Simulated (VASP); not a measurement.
# Pt (P-3m1) in VASP: single point with PBEsol

Aim: the single point of Pt with PBEsol.

Program: VASP 6.6.1. These are calculated values, not measurements. Logs are shortened: lines on timing, memory, paths and dates and some standing lists are left out, and cuts for length are marked.

### 1 The cell of the first run

It takes space group P-3m1 (No. 164, trigonal). Conventional cell: a = 2.770 Å, b = 2.770 Å, c = 13.273 Å, α = 90.00°, β = 90.00°, γ = 120.00°. Pt (site symmetry 3m) has 12 Pt at 2.53 to 2.77 Å within 3.3 Å. Pt (site symmetry 3m) has 12 Pt at 2.77 Å within 3.7 Å. Pt (site symmetry 3m) has 12 Pt at 2.77 Å within 3.7 Å.

### 2 Single point, PBEsol (the distance across one plane changed)

INCAR reads:

```
  ALGO = Fast
  EDIFF = 1E-6
  ENCUT = 520
  GGA = PS
  ISIF = 2
  ISMEAR = 0
  LASPH = T
  LCHARG = F
  LREAL = F
  LWAVE = F
  NBANDS = 39
  NELM = 60
  PREC = Accurate
  SIGMA = 0.15
```

KPOINTS reads:

```
k-points
0
Gamma
  24 24 5
```

POSCAR reads:

```
Pt
1.0
    1.9590303458     -1.9590303458      0.0000000000
    1.9590303458      0.0000000000     -1.9590303458
    7.6629163024      7.6629163024      7.6629163024
Pt
6
Direct
    0.6666666667      0.6666666667      0.0851998753
    0.0000000000      0.0000000000      0.9373690619
    0.3333333333      0.3333333333      0.2556337126
    0.6666666667      0.6666666667      0.5965013873
    0.0000000000      0.0000000000      0.4260675499
    0.3333333333      0.3333333333      0.7669352246
```

Potentials or basis: VASP PAW PBE potentials, release 64 (Pt).

On the command line:

```bash
$ cat potpaw_PBE.64/Pt/POTCAR > POTCAR
$ mpirun -np 1 vasp_std > vasp.out
```

OUTCAR:

```text
EDIFF = 1E-6
   ENCUT = 520
   GGA = PS
   ISIF = 2
   ISMEAR = 0
   LASPH = T
   LREAL = F
   NELM = 60
   PREC = Accurate

 ion  position               nearest neighbor table
   1  0.667  0.667  0.085-   2 2.53   2 2.53   2 2.53   3 2.77   3 2.77   3 2.77
   2  0.000  0.000  0.937-   1 2.53   1 2.53   1 2.53   6 2.77   6 2.77   6 2.77
   3  0.333  0.333  0.256-   5 2.77   1 2.77   1 2.77   5 2.77   5 2.77   1 2.77
   4  0.667  0.667  0.597-   6 2.77   6 2.77   6 2.77   5 2.77   5 2.77   5 2.77
   5  0.000  0.000  0.426-   3 2.77   3 2.77   3 2.77   4 2.77   4 2.77   4 2.77
   6  0.333  0.333  0.767-   4 2.77   4 2.77   2 2.77   2 2.77   2 2.77   4 2.77

  LATTYP: Found a hexagonal cell.
 ALAT       =     2.7704872841
 C/A-ratio  =     4.7906952852

  Lattice vectors:

 A1 = (  -1.9590303458,   0.0000000000,   1.9590303458)
 A2 = (   1.9590303458,  -1.9590303458,   0.0000000000)
 A3 = (   7.6629163024,   7.6629163024,   7.6629163024)

Analysis of symmetry for initial positions (statically):
=====================================================================
 Subroutine PRICEL returns:
 Original cell was already a primitive cell.

 Routine SETGRP: Setting up the symmetry group for a
 hexagonal supercell.

 Subroutine GETGRP returns: Found 12 space group operations
 (whereof  6 operations were pure point group operations)
 out of a pool of 24 trial point group operations.

The static configuration has the point symmetry C_3v.
 The point group associated with its full space group is D_3d.

Analysis of symmetry for dynamics (positions and initial velocities):
=====================================================================
 Subroutine PRICEL returns:
 Original cell was already a primitive cell.

 Routine SETGRP: Setting up the symmetry group for a
 hexagonal supercell.

 Subroutine GETGRP returns: Found 12 space group operations
 (whereof  6 operations were pure point group operations)
 out of a pool of 24 trial point group operations.

The dynamic configuration has the point symmetry C_3v.
 The point group associated with its full space group is D_3d.

 Subroutine INISYM returns: Found 12 space group operations
 (whereof  6 operations are pure point group operations),
 and found     1 'primitive' translations

----------------------------------------------------------------------------------------

                                     Primitive cell

  volume of cell :      88.2262

  direct lattice vectors                    reciprocal lattice vectors
     1.959030346 -1.959030346  0.000000000     0.170152205 -0.340304410  0.170152205
     1.959030346  0.000000000 -1.959030346     0.170152205  0.170152205 -0.340304410
     7.662916302  7.662916302  7.662916302     0.043499540  0.043499540  0.043499540

  length of vectors
     2.770487284  2.770487284 13.272560370     0.416786081  0.416786081  0.075343413

  position of ions in fractional coordinates (direct lattice)
     0.666666667  0.666666667  0.085199875
     0.000000000  0.000000000  0.937369062
     0.333333333  0.333333333  0.255633713
     0.666666667  0.666666667  0.596501387
     0.000000000  0.000000000  0.426067550
     0.333333333  0.333333333  0.766935225

  ion indices of the primitive-cell ions
   primitive index   ion index
                 1           1
                 2           2
                 3           3
                 4           4
                 5           5
                 6           6

----------------------------------------------------------------------------------------

 KPOINTS: k-points

Automatic generation of k-mesh.
 Grid dimensions read from file:
 generate k-points for:   24   24    5

 Generating k-lattice:

  Cartesian coordinates                     Fractional coordinates (reciprocal lattice)
     0.007089675 -0.014179350  0.007089675     0.041666667  0.000000000  0.000000000
     0.007089675  0.007089675 -0.014179350     0.000000000  0.041666667  0.000000000
     0.008699908  0.008699908  0.008699908     0.000000000  0.000000000  0.200000000

  Length of vectors
     0.017366087  0.017366087  0.015068683

  Shift w.r.t. Gamma in fractional coordinates (k-lattice)
     0.000000000  0.000000000  0.000000000

 Subroutine IBZKPT returns following result:
 ===========================================

 Found    279 irreducible k-points:

 Following reciprocal coordinates:
            Coordinates               Weight
  0.000000  0.000000  0.000000      1.000000
  0.041667  0.000000  0.000000      6.000000
  0.083333  0.000000  0.000000      6.000000
  0.125000  0.000000  0.000000      6.000000
  0.166667  0.000000  0.000000      6.000000
  0.208333  0.000000  0.000000      6.000000
[... 16 lines left out ...]
  0.458333  0.041667  0.000000     12.000000
  0.500000  0.041667 -0.000000     12.000000
 [... further k-points ...]
   k-points           NKPTS =    279   k-points in BZ     NKDIM =    279   number of bands    NBANDS=     39
   number of dos      NEDOS =    301   number of ions     NIONS =      6
   total plane-waves  NPLWV =  57600
   dimension x,y,z NGX =    24 NGY =   24 NGZ =  100
   dimension x,y,z NGXF=    48 NGYF=   48 NGZF=  200
   ions per type =               6
   NGX,Y,Z   is equivalent  to a cutoff of  14.40, 14.40, 12.53 a.u.
   NGXF,Y,Z  is equivalent  to a cutoff of  28.80, 28.80, 25.05 a.u.
 SYSTEM =  unknown system
   PREC   = accura    normal or accurate (medium, high low for compatibility)
   ISTART =      0    job   : 0-new  1-cont  2-samecut
   ICHARG =      2    charge: 1-file 2-atom 10-const
   ISPIN  =      1    spin polarized calculation?
   LNONCOLLINEAR =      F non collinear calculations
   LSORBIT =      F    spin-orbit coupling
   LASPH  =      T    aspherical Exc in radial PAW
   ENCUT  =  520.0 eV  38.22 Ry    6.18 a.u.   5.15  5.15 24.68*2*pi/ulx,y,z
   NELM   =     60;   NELMIN=  2; NELMDL= -5     # of ELM steps
   EDIFF  = 0.1E-05   stopping-criterion for ELM
   LREAL  =      F    real-space projection
   EDIFFG = 0.1E-04   stopping-criterion for IOM
   NSW    =      0    number of steps for IOM
   IBRION =     -1    ionic relax: 0-MD 1-quasi-New 2-CG
   NFREE  =      0    steps in history (QN), initial steepest desc. (CG)
   ISIF   =      2    stress and relaxation
   ISYM   =      2    0-nonsym 1-usesym 2-fastsym
   POTIM  = 0.5000    time-step for ionic-motion
   TEBEG  =    0.0;   TEEND  =   0.0 temperature during run
   PSTRESS=    0.0 pullay stress
   NELECT =      60.0000    total number of electrons
   NUPDOWN=      -1.0000    fix difference up-down
   EMIN   =  10.00;   EMAX   =-10.00  energy-range for DOS
   EFERMI =   0.00;   METHOD = LEGACY
   ISMEAR =     0;   SIGMA  =   0.15  broadening in eV -4-tet -1-fermi 0-gaus
   EFERMI_NEDOS =   21; number of points for ismear=-14 and -15
   IALGO  =     68    algorithm
   IMIX   =      4    mixing-type and parameters
     AMIX     =   0.40;   BMIX     =  1.00
     AMIX_MAG =   1.60;   BMIX_MAG =  1.00
  volume/ion in A,a.u.               =      14.70        99.23
  Fermi-wavevector in a.u.,A,eV,Ry     =   1.439658  2.720559 28.199644  2.072615
  Thomas-Fermi vector in A             =   2.558489
   LORBIT       =      0    0 simple, 1 ext, 2 COOP (PROOUT), +10 PAW based schemes
   GGA     = PS    functional components
   LHFCALC =     F    Hartree Fock is set to
   AEXX    =    0.0000 exact exchange contribution
   IVDW    =     0    specifies the selected vdW correction
   LEPSILON=     F    determine dielectric tensor
   LRPA    =     F    only Hartree local field effects (RPA)
 non-spin polarized calculation
 RMM-DIIS sequential band-by-band and
 Gauss-broadening in eV      SIGMA  =   0.15
  energy-cutoff  :      520.00
  volume of cell :       88.23
 maximum number of plane-waves:      2398
 NGX is ok and might be reduce to    24
   NGX = 11   NGY = 11   NGZ = 49

 number of electron      60.0000004 magnetization

 Free energy of the ion-electron system (eV)
  ---------------------------------------------------
  ext. energy  EPLUGINS =         0.00000000
  ---------------------------------------------------
  free energy    TOTEN  =       -41.40765231 eV

  energy without entropy =      -41.29307556  energy(sigma->0) =      -41.35036393

 E-fermi :  11.6042     XC(G=0): -13.7694

 val. band max:       11.6036927796   @ k =   0.3333   0.0833   0.2000
 cond. band min:      11.6042006079   @ k =   0.1667   0.0833   0.0000
 fundamental gap:      0.0005078284
 Fermi energy:        11.6041871386

 k-point     1 :       0.0000    0.0000    0.0000
  band No.  band energies     occupation
      1       0.8705      2.00000
      2       2.0258      2.00000
      3       2.2986      2.00000
      4       3.5763      2.00000
      5       3.9316      2.00000
      6       4.1268      2.00000
[... 31 lines left out ...]
     38      21.9936      0.00000
     39      22.6978      0.00000

 k-point     2 :       0.0417    0.0000    0.0000
  band No.  band energies     occupation
      1       0.9331      2.00000
      2       2.0852      2.00000
      3       2.3567      2.00000
      4       3.6327      2.00000
      5       3.9915      2.00000
      6       4.1847      2.00000
[... 31 lines left out ...]
     38      22.0295      0.00000
     39      22.7263      0.00000

 k-point     3 :       0.0833    0.0000    0.0000
  band No.  band energies     occupation
      1       1.1183      2.00000
      2       2.2596      2.00000
      3       2.5270      2.00000
      4       3.7968      2.00000
      5       4.1655      2.00000
      6       4.3537      2.00000
[... 832 lines left out ...]
 k-point    23 :       0.4583    0.0417    0.0000
  band No.  band energies     occupation
      1       3.7767      2.00000
      2       3.9974      2.00000
      3       4.4618      2.00000
      4       4.6662      2.00000
      5       4.8684      2.00000
      6       5.0478      2.00000
[... 31 lines left out ...]
     38      18.1797      0.00000
     39      18.7700      0.00000

 k-point    24 :       0.5000    0.0417   -0.0000
  band No.  band energies     occupation
      1       3.7756      2.00000
      2       3.9412      2.00000
      3       4.4048      2.00000
      4       4.7376      2.00000
      5       4.8536      2.00000
      6       4.9995      2.00000
[... 31 lines left out ...]
     38      17.6845      0.00000
     39      18.7421      0.00000

 [... further k-points ...]

------------------------ aborting loop because EDIFF is reached ----------------------------------------

  FORCE on cell =-STRESS in cart. coord.  units (eV):
  Direction    XX          YY          ZZ          XY          YZ          ZX
  --------------------------------------------------------------------------------------
  -------------------------------------------------------------------------------------
  Total        5.2528283      5.2528283      5.2528283      0.9975130      0.9975130      0.9975130
  in kB       95.3907200     95.3907200     95.3907200     18.1147149     18.1147149     18.1147149
  external PRESSURE =      95.3907200 kB  Pullay stress =       0.0000000 kB

 VOLUME and BASIS-vectors are now :
 -----------------------------------------------------------------------------
  energy-cutoff  :      520.00
  volume of cell :       88.23
      direct lattice vectors                 reciprocal lattice vectors
     1.959030346 -1.959030346  0.000000000     0.170152205 -0.340304410  0.170152205
     1.959030346  0.000000000 -1.959030346     0.170152205  0.170152205 -0.340304410
     7.662916302  7.662916302  7.662916302     0.043499540  0.043499540  0.043499540

 POSITION                                       TOTAL-FORCE (eV/Angst)
 -----------------------------------------------------------------------------------
      3.26492     -0.65314     -0.65314         1.984082      1.984082      1.984082
      7.18298      7.18298      7.18298        -1.984082     -1.984082     -1.984082
      3.26492      1.30589      1.30589        -0.015895     -0.015895     -0.015895
      7.18298      3.26492      3.26492        -0.009236     -0.009236     -0.009236
      3.26492      3.26492      3.26492         0.009236      0.009236      0.009236
      7.18298      5.22395      5.22395         0.015895      0.015895      0.015895
 -----------------------------------------------------------------------------------
    total drift:                                0.000018      0.000018      0.000018

  FREE ENERGIE OF THE ION-ELECTRON SYSTEM (eV)
  ---------------------------------------------------
  free  energy   TOTEN  =       -41.4076523098 eV

  energy  without entropy=      -41.2930755567  energy(sigma->0) =      -41.35036393
```

It took 30 min on 1 thread of Intel Xeon 8259CL, shared host; peak memory 0.73 GiB.

What came out:

```yaml
Free_energy: -41.4077 eV
Pressure: 9.5 GPa
Largest_force: 3.437 eV/Å
Band_gap_on_the_k_mesh: zero (bands 30 and 31 overlap by 1.94 eV)
```

Forces in eV/Å, atoms in the order of the input:
```
Pt   1.984  1.984  1.984
Pt  -1.984 -1.984 -1.984
Pt  -0.016 -0.016 -0.016
Pt  -0.009 -0.009 -0.009
Pt   0.009  0.009  0.009
Pt   0.016  0.016  0.016
```

Caveat: the cell differs from its parent crystal (the distance across one plane changed); the cell stands under pressure; the PAW data sets were made with another functional, which shifts forces and pressure a little; spin-orbit coupling is left out, which moves the levels of the heavy elements.
